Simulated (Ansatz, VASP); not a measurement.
**InBS3: VASP beside Ansatz**

```
In B S
1.0
     3.05465    1.76361    5.06159
    -3.05465    1.76361    5.06159
     0.00000   -3.52721    5.06159
In B S
2 2 6
Cartesian
  0.0000 0.0000 3.7962
  0.0000 0.0000 11.3886
  0.0000 0.0000 0.0000
  0.0000 0.0000 7.5924
  -1.2415 1.3769 6.3270
  -0.5717 -1.7636 6.3270
  1.8132 0.3867 6.3270
  1.2415 -1.3769 8.8578
  0.5717 1.7636 8.8578
  -1.8132 -0.3867 8.8578
```

Alike in both runs: task relaxation of cell and atoms; functional PBE; k mesh 6 × 6 × 6; occupations gaussian, width 0.1 eV; no spin polarisation.

|  | VASP | Ansatz |
| --- | --- | --- |
| version | VASP 6.6.1 | Ansatz 0.2.0 |
| potentials or method | VASP PAW PBE potentials, release 64 (In_d, B, S), cutoff 600 eV | scalar-relativistic, plane waves, PAW |
| valence electrons in the cell | 68 | 68 |

```tsv
	VASP	Ansatz	Ansatz less VASP
gap on the k mesh at the Fermi level, each at its own relaxed structure (eV)	none	none	-
relaxed volume (Å³/atom)	16.32	16.33	+0.003
relaxed cell length with the largest relative difference (Å)	6.174	6.172	-0.0018
```

A gap of «none» marks a metal or a gap that the smearing closes.
